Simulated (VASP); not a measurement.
# HgS (F-43m) in VASP: notebook

The runs below take HgS through single point, with RPBE, BLYP, r2SCAN.

All numbers are computed with VASP 6.6.1; they aren't measurements. Logs are shortened: lines on timing, memory, paths and dates and some standing lists are left out, and cuts for length are marked.

### Step 1. The cell of the first run

It takes space group F-43m (No. 216, cubic). The conventional cell has a = 6.157 Å, b = 6.157 Å, c = 6.157 Å, α = 90.00°, β = 90.00°, γ = 90.00°. Hg (site symmetry -43m) has 4 S at 2.67 Å within 3.5 Å. Within 3.5 Å of S (site symmetry -43m) lie 4 Hg at 2.67 Å.

### Step 2. Single point, RPBE (volume scaled by 1.04)

File INCAR:

```
PREC     = Accurate       # precision mode
ENCUT    = 500            # plane-wave cutoff, eV
EDIFF    = 1E-6           # SCF threshold, eV
ISMEAR   = 0              # smearing method
SIGMA    = 0.05           # smearing width, eV
LREAL    = F              # projectors in reciprocal space
LASPH    = T              # aspherical terms in the spheres
NELM     = 120            # most SCF steps
ALGO     = Normal         # electronic algorithm
ISIF     = 2              # what is computed and relaxed
LWAVE    = F              # write WAVECAR
LCHARG   = F              # write CHGCAR
GGA      = RP             # functional
NBANDS   = 16             # bands
GGA_COMPAT= F
```

File KPOINTS:

```
regular mesh
0
Gamma
  8 8 8
```

File POSCAR:

```
HgS
1.0
    0.0000000000      3.0782939643      3.0782939643
    3.0782939643      0.0000000000      3.0782939643
    3.0782939643      3.0782939643      0.0000000000
Hg S
1 1
Direct
    0.0000000000      0.0000000000      0.0000000000
    0.7500000000      0.7500000000      0.7500000000
```

Potentials or basis: VASP PAW PBE potentials, release 64 (Hg, S).

Launch:

```sh
$ cat potpaw_PBE.64/Hg/POTCAR potpaw_PBE.64/S/POTCAR > POTCAR
$ mpirun -np 1 vasp_std > vasp.out
```

OUTCAR:

```text
PREC = Accurate
   ENCUT = 500
   EDIFF = 1E-6
   ISMEAR = 0
   LREAL = F
   LASPH = T
   NELM = 120
   ISIF = 2
   GGA = RP

 ion  position               nearest neighbor table
   1  0.000  0.000  0.000-   2 2.67   2 2.67   2 2.67   2 2.67
   2  0.750  0.750  0.750-   1 2.67   1 2.67   1 2.67   1 2.67

  LATTYP: Found a face centered cubic cell.
 ALAT       =     6.1565879286

  Lattice vectors:

 A1 = (   0.0000000000,   3.0782939643,   3.0782939643)
 A2 = (   3.0782939643,   0.0000000000,   3.0782939643)
 A3 = (   3.0782939643,   3.0782939643,   0.0000000000)

Analysis of symmetry for initial positions (statically):
=====================================================================
 Subroutine PRICEL returns:
 Original cell was already a primitive cell.

 Routine SETGRP: Setting up the symmetry group for a
 face centered cubic supercell.

 Subroutine GETGRP returns: Found 24 space group operations
 (whereof 24 operations were pure point group operations)
 out of a pool of 48 trial point group operations.

The static configuration has the point symmetry T_d .

Analysis of symmetry for dynamics (positions and initial velocities):
=====================================================================
 Subroutine PRICEL returns:
 Original cell was already a primitive cell.

 Routine SETGRP: Setting up the symmetry group for a
 face centered cubic supercell.

 Subroutine GETGRP returns: Found 24 space group operations
 (whereof 24 operations were pure point group operations)
 out of a pool of 48 trial point group operations.

The dynamic configuration has the point symmetry T_d .

 Subroutine INISYM returns: Found 24 space group operations
 (whereof 24 operations are pure point group operations),
 and found     1 'primitive' translations

----------------------------------------------------------------------------------------

                                     Primitive cell

  volume of cell :      58.3392

  direct lattice vectors                    reciprocal lattice vectors
     0.000000000  3.078293964  3.078293964    -0.162427632  0.162427632  0.162427632
     3.078293964  0.000000000  3.078293964     0.162427632 -0.162427632  0.162427632
     3.078293964  3.078293964  0.000000000     0.162427632  0.162427632 -0.162427632

  length of vectors
[... 74 lines left out ...]
   ISTART =      0    job   : 0-new  1-cont  2-samecut
   ICHARG =      2    charge: 1-file 2-atom 10-const
   ISPIN  =      1    spin polarized calculation?
   LNONCOLLINEAR =      F non collinear calculations
   LSORBIT =      F    spin-orbit coupling
   LASPH  =      T    aspherical Exc in radial PAW
   ENCUT  =  500.0 eV  36.75 Ry    6.06 a.u.   7.94  7.94  7.94*2*pi/ulx,y,z
   NELM   =    120;   NELMIN=  2; NELMDL= -5     # of ELM steps
   EDIFF  = 0.1E-05   stopping-criterion for ELM
   LREAL  =      F    real-space projection
   EDIFFG = 0.1E-04   stopping-criterion for IOM
   NSW    =      0    number of steps for IOM
   IBRION =     -1    ionic relax: 0-MD 1-quasi-New 2-CG
   NFREE  =      0    steps in history (QN), initial steepest desc. (CG)
   ISIF   =      2    stress and relaxation
   ISYM   =      2    0-nonsym 1-usesym 2-fastsym
   POTIM  = 0.5000    time-step for ionic-motion
   TEBEG  =    0.0;   TEEND  =   0.0 temperature during run
   PSTRESS=    0.0 pullay stress
   NELECT =      18.0000    total number of electrons
   NUPDOWN=      -1.0000    fix difference up-down
   EMIN   =  10.00;   EMAX   =-10.00  energy-range for DOS
   EFERMI =   0.00;   METHOD = LEGACY
   ISMEAR =     0;   SIGMA  =   0.05  broadening in eV -4-tet -1-fermi 0-gaus
   EFERMI_NEDOS =   21; number of points for ismear=-14 and -15
   IALGO  =     38    algorithm
   IMIX   =      4    mixing-type and parameters
     AMIX     =   0.40;   BMIX     =  1.00
     AMIX_MAG =   1.60;   BMIX_MAG =  1.00
  volume/ion in A,a.u.               =      29.17       196.85
  Fermi-wavevector in a.u.,A,eV,Ry     =   1.106230  2.090472 16.650070  1.223746
  Thomas-Fermi vector in A             =   2.242728
   LORBIT       =      0    0 simple, 1 ext, 2 COOP (PROOUT), +10 PAW based schemes
   GGA     = RP    functional components
   LHFCALC =     F    Hartree Fock is set to
   AEXX    =    0.0000 exact exchange contribution
   IVDW    =     0    specifies the selected vdW correction
   LEPSILON=     F    determine dielectric tensor
   LRPA    =     F    only Hartree local field effects (RPA)
 non-spin polarized calculation
 Gauss-broadening in eV      SIGMA  =   0.05
  energy-cutoff  :      500.00
  volume of cell :       58.34
 maximum number of plane-waves:      1494
   NGX = 15   NGY = 15   NGZ = 15

 number of electron      17.9999998 magnetization

 Free energy of the ion-electron system (eV)
  ---------------------------------------------------
  ext. energy  EPLUGINS =         0.00000000
  ---------------------------------------------------
  free energy    TOTEN  =        -3.86265701 eV

  energy without entropy =       -3.86250495  energy(sigma->0) =       -3.86258098

 E-fermi :   0.8340     XC(G=0):  -8.3039

 val. band max:        0.8186530922   @ k =   0.0000   0.0000   0.0000
 cond. band min:       1.5454224178   @ k =   0.1250   0.0000   0.0000
 fundamental gap:      0.7267693255
 Fermi energy:         0.8339797146

 k-point     1 :       0.0000    0.0000    0.0000
  band No.  band energies     occupation
      1     -11.4050      2.00000
      2      -5.4458      2.00000
      3      -5.4458      2.00000
      4      -5.4458      2.00000
      5      -4.8240      2.00000
      6      -4.8240      2.00000
[... 433 lines left out ...]
      3      -5.2017      2.00000
      4      -4.8528      2.00000
      5      -4.7972      2.00000
      6      -4.4635      2.00000
[... 8 lines left out ...]
     15      12.6690      0.00000
     16      13.2715      0.00000

 [... further k-points ...]
[... 5 lines left out ...]
  --------------------------------------------------------------------------------------
  -------------------------------------------------------------------------------------
  Total       -0.5012888     -0.5012888     -0.5012888     -0.0000000      0.0000000      0.0000000
  in kB      -13.7669689    -13.7669689    -13.7669689     -0.0000000      0.0000000      0.0000000
  external PRESSURE =     -13.7669689 kB  Pullay stress =       0.0000000 kB

 VOLUME and BASIS-vectors are now :
 -----------------------------------------------------------------------------
  energy-cutoff  :      500.00
  volume of cell :       58.34
      direct lattice vectors                 reciprocal lattice vectors
     0.000000000  3.078293964  3.078293964    -0.162427632  0.162427632  0.162427632
     3.078293964  0.000000000  3.078293964     0.162427632 -0.162427632  0.162427632
     3.078293964  3.078293964  0.000000000     0.162427632  0.162427632 -0.162427632

 POSITION                                       TOTAL-FORCE (eV/Angst)
 -----------------------------------------------------------------------------------
      0.00000      0.00000      0.00000         0.000000      0.000000      0.000000
      4.61744      4.61744      4.61744        -0.000000     -0.000000     -0.000000
 -----------------------------------------------------------------------------------
    total drift:                                0.000000      0.000000      0.000000

  FREE ENERGIE OF THE ION-ELECTRON SYSTEM (eV)
  ---------------------------------------------------
  free  energy   TOTEN  =        -3.8626570086 eV

  energy  without entropy=       -3.8625049515  energy(sigma->0) =       -3.86258098
```

OSZICAR:

```text
N       E                     dE             d eps       ncg     rms          rms(c)
DAV:   1     0.108432393554E+03    0.10843E+03   -0.83405E+03   936   0.966E+02
DAV:   2     0.134502314913E+00   -0.10830E+03   -0.10097E+03  1096   0.235E+02
DAV:   3    -0.428612603639E+01   -0.44206E+01   -0.44077E+01  1200   0.489E+01
DAV:   4    -0.431660110758E+01   -0.30475E-01   -0.30472E-01  1104   0.407E+00
DAV:   5    -0.431708597845E+01   -0.48487E-03   -0.48487E-03  1216   0.494E-01    0.788E+00
DAV:   6    -0.386332631230E+01    0.45376E+00   -0.77099E-01  1416   0.117E+01    0.643E+00
DAV:   7    -0.386161270225E+01    0.17136E-02   -0.14990E-01  1056   0.269E+00    0.322E+00
DAV:   8    -0.386234294369E+01   -0.73024E-03   -0.13592E-02  1048   0.137E+00    0.212E-01
DAV:   9    -0.386234111763E+01    0.18261E-05   -0.14599E-03  1112   0.516E-01    0.688E-02
DAV:  10    -0.386255299085E+01   -0.21187E-03   -0.29318E-04  1072   0.137E-01    0.784E-02
DAV:  11    -0.386266186548E+01   -0.10887E-03   -0.17326E-04  1096   0.104E-01    0.215E-02
DAV:  12    -0.386265501786E+01    0.68476E-05   -0.18386E-05  1160   0.524E-02    0.607E-03
DAV:  13    -0.386265654176E+01   -0.15239E-05   -0.32440E-06  1192   0.117E-02    0.596E-03
DAV:  14    -0.386265700862E+01   -0.46686E-06   -0.11762E-06  1024   0.807E-03
   1 F= -.38626570E+01 E0= -.38625810E+01  d E =-.152057E-03
```

stdout:

```text
POSCAR found type information on POSCAR HgS
 POSCAR found :  2 types and       2 ions
 scaLAPACK will be used
 -----------------------------------------------------------------------------
|                                                                             |
|                                                                             |
|     You enforced a specific xc type in the INCAR file but a different       |
|     I HOPE YOU KNOW WHAT YOU ARE DOING!                                     |
|                                                                             |
 -----------------------------------------------------------------------------

 LDA part: xc-table for (Slater+PW92), standard interpolation
 POSCAR, INCAR and KPOINTS ok, starting setup
 FFT: planning ... GRIDC
 FFT: planning ... GRID_SOFT
 FFT: planning ... GRID
 WAVECAR not read
 entering main loop
```

Wall time 22 s (1 thread of Intel Xeon Platinum 8259CL at 2.50GHz (Skylake/Cascade Lake), shared host); peak memory 0.18 GiB.

Results:

```yaml
Free_energy: -3.8627 eV
Pressure: -1.4 GPa
Band_gap_on_the_k_mesh: zero (filled and empty bands touch)
```

Caveat: the PAW data sets were made with another functional, which shifts forces and pressure a little; spin-orbit coupling is left out, which moves the levels of the heavy elements.

(Part 1 of 2 ends here.)
